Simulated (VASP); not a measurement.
# ScSi4O (F-43m) in VASP: a series of runs, part 2 of 2

VASP 6.6.1. The steps go on from the part before.

### Step 3. Relaxation of cell and atoms, PBE

INCAR reads:

```
SYSTEM = ScSi4O
PREC = Accurate ; ENCUT = 600
EDIFF = 1E-7 ; ISMEAR = 0
SIGMA = 0.1 ; LREAL = .FALSE.
LASPH = .TRUE. ; NELM = 80
ALGO = Normal ; ISIF = 3
LWAVE = .FALSE. ; LCHARG = .FALSE.
GGA = PE ; IBRION = 2
NSW = 100 ; EDIFFG = -0.01
```

KPOINTS reads:

```
Automatic mesh
0
G
  10 10 10
  0 0 0
```

POSCAR reads:

```
ScSi4O
1.0
    0.0000000000      3.5065871068      3.5065871068
    3.5065871068      0.0000000000      3.5065871068
    3.5065871068      3.5065871068      0.0000000000
Sc Si O
1 4 1
Direct
    0.7500000000      0.7500000000      0.7500000000
    0.8796823672      0.3734392109      0.3734392109
    0.3734392109      0.3734392109      0.3734392109
    0.3734392109      0.8796823672      0.3734392109
    0.3734392109      0.3734392109      0.8796823672
    0.0000000000      0.0000000000      0.0000000000
```

Potentials or basis: VASP PAW PBE potentials, release 64 (Sc_sv, Si, O).

On the command line:

```bash
cat potpaw_PBE.64/Sc_sv/POTCAR potpaw_PBE.64/Si/POTCAR potpaw_PBE.64/O/POTCAR > POTCAR
mpirun -np 1 vasp_std > vasp.out
```

OUTCAR:

```text
SYSTEM = ScSi4O
   PREC = Accurate
   ENCUT = 600
   EDIFF = 1E-7
   ISMEAR = 0
   LREAL = .FALSE.
   LASPH = .TRUE.
   NELM = 80
   ISIF = 3
   GGA = PE
   IBRION = 2
   NSW = 100
   EDIFFG = -0.01

 ion  position               nearest neighbor table
   1  0.750  0.750  0.750-   4 2.91   5 2.91   2 2.91   5 2.91   2 2.91   4 2.91   3 2.91   3 2.91
                             3 2.91   2 2.91   4 2.91   5 2.91
   2  0.880  0.373  0.373-   3 2.45   4 2.45   5 2.45   4 2.51   5 2.51   3 2.51   1 2.91   1 2.91
                             1 2.91
   3  0.373  0.373  0.373-   2 2.45   4 2.45   5 2.45   2 2.51   4 2.51   5 2.51   1 2.91   1 2.91
                             1 2.91
   4  0.373  0.880  0.373-   2 2.45   3 2.45   5 2.45   2 2.51   5 2.51   3 2.51   1 2.91   1 2.91
                             1 2.91
   5  0.373  0.373  0.880-   2 2.45   3 2.45   4 2.45   4 2.51   2 2.51   3 2.51   1 2.91   1 2.91
                             1 2.91
   6  0.000  0.000  0.000-

  LATTYP: Found a face centered cubic cell.
 ALAT       =     7.0131742136

  Lattice vectors:

 A1 = (   0.0000000000,   3.5065871068,   3.5065871068)
 A2 = (   3.5065871068,   0.0000000000,   3.5065871068)
 A3 = (   3.5065871068,   3.5065871068,   0.0000000000)

Analysis of symmetry for initial positions (statically):
=====================================================================
 Subroutine PRICEL returns:
 Original cell was already a primitive cell.

 Routine SETGRP: Setting up the symmetry group for a
 face centered cubic supercell.

 Subroutine GETGRP returns: Found 24 space group operations
 (whereof 24 operations were pure point group operations)
 out of a pool of 48 trial point group operations.

The static configuration has the point symmetry T_d .

Analysis of symmetry for dynamics (positions and initial velocities):
=====================================================================
[... 139 lines left out ...]
  volume/ion in A,a.u.               =      14.37        96.99
  Fermi-wavevector in a.u.,A,eV,Ry     =   1.188552  2.246038 19.220349  1.412656
  Thomas-Fermi vector in A             =   2.324679
   LORBIT       =      0    0 simple, 1 ext, 2 COOP (PROOUT), +10 PAW based schemes
   GGA     = PE    functional components
   LHFCALC =     F    Hartree Fock is set to
   AEXX    =    0.0000 exact exchange contribution
   IVDW    =     0    specifies the selected vdW correction
   LEPSILON=     F    determine dielectric tensor
   LRPA    =     F    only Hartree local field effects (RPA)
 conjugate gradient relaxation of ions
 non-spin polarized calculation
 Gauss-broadening in eV      SIGMA  =   0.10
  energy-cutoff  :      600.00
  volume of cell :       86.24
 maximum number of plane-waves:      2900
   NGX = 19   NGY = 19   NGZ = 19

--------------------------------------- Ionic step        1  -------------------------------------------

 number of electron      33.0000004 magnetization

 Free energy of the ion-electron system (eV)
  ---------------------------------------------------
  ext. energy  EPLUGINS =         0.00000000
  ---------------------------------------------------
  free energy    TOTEN  =       -33.41077197 eV

  energy without entropy =      -33.39981740  energy(sigma->0) =      -33.40529468

------------------------ aborting loop because EDIFF is reached ----------------------------------------

  FORCE on cell =-STRESS in cart. coord.  units (eV):
  Direction    XX          YY          ZZ          XY          YZ          ZX
  --------------------------------------------------------------------------------------
  -------------------------------------------------------------------------------------
  Total        0.0505299      0.0505299      0.0505299     -0.0000000      0.0000000      0.0000000
  in kB        0.9388045      0.9388045      0.9388045     -0.0000000      0.0000000      0.0000000
  external PRESSURE =       0.9388045 kB  Pullay stress =       0.0000000 kB
[... 67 lines left out ...]
--------------------------------------- Ionic step        3  -------------------------------------------

 number of electron      33.0000004 magnetization

 Free energy of the ion-electron system (eV)
  ---------------------------------------------------
  ext. energy  EPLUGINS =         0.00000000
  ---------------------------------------------------
  free energy    TOTEN  =       -33.41140590 eV

  energy without entropy =      -33.40051947  energy(sigma->0) =      -33.40596269

 E-fermi :   7.8279     XC(G=0): -11.0168

 val. band max:        7.8068808620   @ k =  -0.4000   0.1000   0.0000
 cond. band min:       7.8320513467   @ k =   0.3000   0.1000   0.0000
 fundamental gap:      0.0251704847
 Fermi energy:         7.8279072996

 k-point     1 :       0.0000    0.0000    0.0000
  band No.  band energies     occupation
      1     -41.7109      2.00000
      2     -20.3638      2.00000
      3     -20.3638      2.00000
      4     -20.3638      2.00000
      5      -8.8955      2.00000
      6      -4.8767      2.00000
[... 541 lines left out ...]
     19       9.6917      0.00000
     20      10.0378      0.00000

 [... further k-points ...]
[... 5 lines left out ...]
  --------------------------------------------------------------------------------------
  -------------------------------------------------------------------------------------
  Total       -0.0107147     -0.0107147     -0.0107147     -0.0000000      0.0000000     -0.0000000
  in kB       -0.1989109     -0.1989109     -0.1989109     -0.0000000      0.0000000     -0.0000000
  external PRESSURE =      -0.1989109 kB  Pullay stress =       0.0000000 kB
[... 21 lines left out ...]
  FREE ENERGIE OF THE ION-ELECTRON SYSTEM (eV)
  ---------------------------------------------------
  free  energy   TOTEN  =       -33.4114059013 eV

  energy  without entropy=      -33.4005194731  energy(sigma->0) =      -33.40596269

 reached required accuracy - stopping structural energy minimisation
```

OSZICAR:

```text
N       E                     dE             d eps       ncg     rms          rms(c)
DAV:   1     0.312212264647E+03    0.31221E+03   -0.15646E+04  1888   0.170E+03
DAV:   2     0.100344148697E+02   -0.30218E+03   -0.29693E+03  1928   0.458E+02
DAV:   3    -0.339028701457E+02   -0.43937E+02   -0.41246E+02  3056   0.127E+02
[... 28 lines left out ...]
DAV:   2    -0.334114241613E+02   -0.16603E-04   -0.68219E-04  2592   0.199E-01    0.281E-02
DAV:   3    -0.334114117646E+02    0.12397E-04   -0.92657E-05  3004   0.799E-02    0.178E-02
DAV:   4    -0.334114056900E+02    0.60747E-05   -0.26811E-05  2772   0.350E-02    0.603E-03
DAV:   5    -0.334114058566E+02   -0.16659E-06   -0.60872E-06  2628   0.192E-02    0.342E-03
DAV:   6    -0.334114059013E+02   -0.44677E-07   -0.51044E-07  2104   0.508E-03
   3 F= -.33411406E+02 E0= -.33405963E+02  d E =-.633934E-03
```

CONTCAR:

```text
ScSi4O
   1.00000000000000
    -0.0000000000000000    3.5075202494386297    3.5075202494386297
     3.5075202494386297    0.0000000000000000    3.5075202494386297
     3.5075202494386297    3.5075202494386297   -0.0000000000000000
  Sc              Si              O
     1     4     1
Direct
     0.7500000000000000    0.7500000000000000    0.7500000000000000
     0.8789115559499134    0.3736961479833639    0.3736961479833639
     0.3736961479833639    0.3736961479833639    0.3736961479833639
     0.3736961479833639    0.8789115559499134    0.3736961479833639
     0.3736961479833639    0.3736961479833639    0.8789115559499134
     0.0000000000000000    0.0000000000000000    0.0000000000000000

  0.00000000E+00  0.00000000E+00  0.00000000E+00
  0.00000000E+00  0.00000000E+00  0.00000000E+00
  0.00000000E+00  0.00000000E+00  0.00000000E+00
  0.00000000E+00  0.00000000E+00  0.00000000E+00
  0.00000000E+00  0.00000000E+00  0.00000000E+00
  0.00000000E+00  0.00000000E+00  0.00000000E+00
```

It took 6.7 min on 1 thread of Intel Xeon 8259CL, shared host; peak memory 0.31 GiB.

What came out:

```
Free energy                           : -33.4114 eV
Relaxed volume                        : 14.38 Å³/atom
Relaxed cell                          : a = 4.960 Å, b = 4.960 Å, c = 4.960 Å, α = 60.00°, β = 60.00°, γ = 60.00°
Space group after relaxing (to 0.1 Å) : F-43m (No. 216)
Energy gained by relaxing             : 0.1 meV/atom
Ionic steps                           : 3
Pressure after relaxing               : 0.0 GPa
Band gap on the k mesh                : zero (an odd number of electrons rules out a gap without spin polarisation)
```

The path:
| step | energy change (eV) | largest force (eV/Å) | pressure (GPa) | volume (Å³) |
| --- | --- | --- | --- | --- |
| 1 | 0.0000 | 0.0988 | 0.09 | 86.24 |
| 2 | -0.0005 | 0.0502 | -0.08 | 86.34 |
| 3 | -0.0006 | 0.0012 | -0.02 | 86.30 |

Final structure:
```
Sc Si O
1.0
     0.00000    3.50752    3.50752
     3.50752    0.00000    3.50752
     3.50752    3.50752    0.00000
Sc Si O
1 4 1
Direct
  0.75000 0.75000 0.75000
  0.87891 0.37370 0.37370
  0.37370 0.37370 0.37370
  0.37370 0.87891 0.37370
  0.37370 0.37370 0.87891
  0.00000 0.00000 0.00000
```

Caveat: an odd number of electrons without spin polarisation forces a metal; a magnetic or distorted state may lie lower.
